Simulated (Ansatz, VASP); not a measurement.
# Two plane-wave programs on TiB2

```
CELL_PARAMETERS angstrom
3.02920 0.00000 0.00000
-1.51460 2.62336 0.00000
0.00000 0.00000 3.22840
ATOMIC_POSITIONS crystal
Ti 0.00660 0.00000 0.00000
B 0.33333 0.66667 0.50000
B 0.66667 0.33333 0.50000
```

Alike in both runs: task single point; functional PBE; k mesh 10 × 10 × 9; occupations gaussian, width 0.1 eV; no spin polarisation.

```csv
,VASP,Ansatz
version,VASP 6.6.1,Ansatz 0.2.0
potentials or method,"VASP PAW PBE potentials, release 64 (Ti_sv, B)","plane waves, PAW"
plane-wave cutoff (eV),500,420
valence electrons in the cell,18,18
```

```csv
,VASP,Ansatz,Ansatz less VASP
rms of the force components (eV/Å),0.116,0.116,-0.0003
```

Atom by atom the forces differ by 0.000 eV/Å (rms over components). With one functional, cell and mesh, what is left measures potentials, basis and numerics.
